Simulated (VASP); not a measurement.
# Re (P6/mmm) in VASP: single point with r2SCAN

Aim: the single point of Re with r2SCAN.

Everything below comes from runs of VASP 6.6.1. Logs are shortened: lines on timing, memory, paths and dates and some standing lists are left out, and cuts for length are marked.

## 1. The cell of the first run

Symmetry: P6/mmm, No. 191, hexagonal system. Conventional cell: a = 2.650 Å, b = 2.650 Å, c = 2.476 Å, α = 90.00°, β = 90.00°, γ = 120.00°. Within 3.3 Å of Re (site symmetry 6/mmm) lie 8 Re at 2.48 to 2.65 Å.

This isn't the form of Re at room conditions, which is hcp.

## 2. Single point, r2SCAN

The input, POSCAR:

```
Re
1.0
    2.6496832329      0.0000000000      0.0000000000
   -1.3248416165      2.2946929917      0.0000000000
    0.0000000000      0.0000000000      2.4757977708
Re
1
Direct
    0.0000000000      0.0000000000      0.0000000000
```

The input, INCAR.step1:

```
PREC = Accurate
ENCUT = 610
ISMEAR = 0
SIGMA = 0.1
LREAL = False
LASPH = True
NELM = 120
NBANDS = 14
GGA = PE
ALGO = Normal
EDIFF = 1E-5
LWAVE = True
LCHARG = False
GGA_COMPAT = False
```

The input, INCAR.step2:

```
PREC = Accurate
ENCUT = 610
EDIFF = 1E-6
ISMEAR = 0
SIGMA = 0.1
LREAL = False
LASPH = True
NELM = 120
ALGO = Normal
ISIF = 2
LWAVE = False
LCHARG = True
METAGGA = R2SCAN
LMIXTAU = True
LELF = True
LVHAR = True
NBANDS = 14
ISTART = 1
GGA_COMPAT = False
```

The input, KPOINTS:

```
regular mesh
0
Gamma
  9 9 8
```

Potentials or basis: VASP PAW PBE potentials, release 64 (Re_sv_GW).

Run with:

```
$ cat potpaw_PBE.64/Re_sv_GW/POTCAR > POTCAR
$ cp INCAR.step1 INCAR
$ mpirun -np 1 vasp_std > vasp.out
$ cp INCAR.step2 INCAR
$ mpirun -np 1 vasp_std > vasp.out
```

OUTCAR:

```text
PREC = Accurate
   ENCUT = 610
   EDIFF = 1E-6
   ISMEAR = 0
   LREAL = False
   LASPH = True
   NELM = 120
   ISIF = 2
   METAGGA = R2SCAN
   ISTART = 1

 ion  position               nearest neighbor table
   1  0.000  0.000  0.000-

  LATTYP: Found a hexagonal cell.
 ALAT       =     2.6496832329
 C/A-ratio  =     0.9343750000

  Lattice vectors:

 A1 = (   2.6496832329,   0.0000000000,   0.0000000000)
 A2 = (  -1.3248416165,   2.2946929917,   0.0000000000)
 A3 = (   0.0000000000,   0.0000000000,   2.4757977708)

Analysis of symmetry for initial positions (statically):
=====================================================================
 Subroutine PRICEL returns:
 Original cell was already a primitive cell.

 Routine SETGRP: Setting up the symmetry group for a
 hexagonal supercell.

 Subroutine GETGRP returns: Found 24 space group operations
 (whereof 24 operations were pure point group operations)
 out of a pool of 24 trial point group operations.

The static configuration has the point symmetry D_6h.

Analysis of symmetry for dynamics (positions and initial velocities):
=====================================================================
 Subroutine PRICEL returns:
 Original cell was already a primitive cell.

 Routine SETGRP: Setting up the symmetry group for a
 hexagonal supercell.

 Subroutine GETGRP returns: Found 24 space group operations
 (whereof 24 operations were pure point group operations)
 out of a pool of 24 trial point group operations.

The dynamic configuration has the point symmetry D_6h.

 Subroutine INISYM returns: Found 24 space group operations
 (whereof 24 operations are pure point group operations),
 and found     1 'primitive' translations

----------------------------------------------------------------------------------------

                                     Primitive cell

  volume of cell :      15.0534

  direct lattice vectors                    reciprocal lattice vectors
     2.649683233  0.000000000  0.000000000     0.377403603  0.217894072  0.000000000
    -1.324841617  2.294692992  0.000000000     0.000000000  0.435788144  0.000000000
     0.000000000  0.000000000  2.475797771     0.000000000  0.000000000  0.403910211

  length of vectors
     2.649683233  2.649683233  2.475797771     0.435788144  0.435788144  0.403910211

  position of ions in fractional coordinates (direct lattice)
     0.000000000  0.000000000  0.000000000

  ion indices of the primitive-cell ions
   primitive index   ion index
                 1           1

[... 84 lines left out ...]
   EMIN   =  10.00;   EMAX   =-10.00  energy-range for DOS
   EFERMI =   0.00;   METHOD = LEGACY
   ISMEAR =     0;   SIGMA  =   0.10  broadening in eV -4-tet -1-fermi 0-gaus
   EFERMI_NEDOS =   21; number of points for ismear=-14 and -15
   IALGO  =     38    algorithm
   IMIX   =      4    mixing-type and parameters
     AMIX     =   0.40;   BMIX     =  1.00
     AMIX_MAG =   1.60;   BMIX_MAG =  1.00
  volume/ion in A,a.u.               =      15.05       101.59
  Fermi-wavevector in a.u.,A,eV,Ry     =   1.635162  3.090007 36.378624  2.673753
  Thomas-Fermi vector in A             =   2.726680
   LORBIT       =      0    0 simple, 1 ext, 2 COOP (PROOUT), +10 PAW based schemes
   METAGGA = R2SCAN    functional components
   LHFCALC =     F    Hartree Fock is set to
   AEXX    =    0.0000 exact exchange contribution
   IVDW    =     0    specifies the selected vdW correction
   LEPSILON=     F    determine dielectric tensor
   LRPA    =     F    only Hartree local field effects (RPA)
 non-spin polarized calculation
 Gauss-broadening in eV      SIGMA  =   0.10
  energy-cutoff  :      610.00
  volume of cell :       15.05
 maximum number of plane-waves:       532
 NGX is ok and might be reduce to    24
   NGX = 11   NGY = 11   NGZ =  9

 number of electron      15.0000001 magnetization

 Free energy of the ion-electron system (eV)
  ---------------------------------------------------
  ext. energy  EPLUGINS =         0.00000000
  ---------------------------------------------------
  free energy    TOTEN  =       -52.88296556 eV

  energy without entropy =      -52.87506806  energy(sigma->0) =      -52.87901681

 E-fermi :  13.1044     XC(G=0): -15.2849

 val. band max:       13.0610315731   @ k =   0.2222   0.2222   0.1250
 cond. band min:      13.1386052792   @ k =   0.2222  -0.0000   0.1250
 fundamental gap:      0.0775737061
 Fermi energy:        13.1044422314

 k-point     1 :       0.0000    0.0000    0.0000
  band No.  band energies     occupation
      1     -69.3086      2.00000
      2     -29.7511      2.00000
      3     -29.7511      2.00000
      4     -29.6462      2.00000
      5       2.4434      2.00000
      6       6.6353      2.00000
      7      10.9249      2.00000
      8      10.9249      2.00000
      9      17.5095      0.00000
     10      17.5095      0.00000
     11      26.6125      0.00000
     12      29.7228      0.00000
     13      35.2352      0.00000
     14      35.2352      0.00000
[... 377 lines left out ...]
      1     -69.1263      2.00000
      2     -30.7379      2.00000
      3     -30.7379      2.00000
      4     -29.7366      2.00000
      5       9.0691      2.00000
      6       9.3390      2.00000
      7       9.3390      2.00000
      8      13.4625      0.00000
      9      13.4625      0.00000
     10      20.3308      0.00000
     11      23.3971      0.00000
     12      23.3971      0.00000
     13      35.6899      0.00000
     14      35.6899      0.00000

 [... further k-points ...]

------------------------ aborting loop because EDIFF is reached ----------------------------------------

  FORCE on cell =-STRESS in cart. coord.  units (eV):
  Direction    XX          YY          ZZ          XY          YZ          ZX
  --------------------------------------------------------------------------------------
  -------------------------------------------------------------------------------------
  Total        3.0827405      3.0827405      0.0896530     -0.0000000      0.0000000     -0.0000000
  in kB      328.1057476    328.1057476      9.5420510     -0.0000000      0.0000000     -0.0000000
  external PRESSURE =     221.9178487 kB  Pullay stress =       0.0000000 kB

 VOLUME and BASIS-vectors are now :
 -----------------------------------------------------------------------------
  energy-cutoff  :      610.00
  volume of cell :       15.05
      direct lattice vectors                 reciprocal lattice vectors
     2.649683233  0.000000000  0.000000000     0.377403603  0.217894072  0.000000000
    -1.324841617  2.294692992  0.000000000     0.000000000  0.435788144  0.000000000
     0.000000000  0.000000000  2.475797771     0.000000000  0.000000000  0.403910211

 POSITION                                       TOTAL-FORCE (eV/Angst)
 -----------------------------------------------------------------------------------
      0.00000      0.00000      0.00000         0.000000      0.000000      0.000000
 -----------------------------------------------------------------------------------
    total drift:                               -0.000000      0.000000      0.000000

  FREE ENERGIE OF THE ION-ELECTRON SYSTEM (eV)
  ---------------------------------------------------
  free  energy   TOTEN  =       -52.8829655594 eV

  energy  without entropy=      -52.8750680636  energy(sigma->0) =      -52.87901681
```

It took 87 s on 1 thread of Intel Xeon Platinum 8259CL at 2.50GHz (Skylake/Cascade Lake), shared host; peak memory 0.15 GiB.

What came out:

| Property | Result |
| --- | --- |
| Free energy | -52.8830 eV |
| Pressure | 22.2 GPa |
| Band gap on the k mesh | zero (an odd number of electrons rules out a gap without spin polarisation) |

Caveat: the stress differs along the axes, from 1 to 33 GPa; the PAW data sets were made with another functional, which shifts forces and pressure a little; spin-orbit coupling is left out, which moves the levels of the heavy elements.

The gap in the log of VASP goes by the Fermi energy; the results here count the filled bands.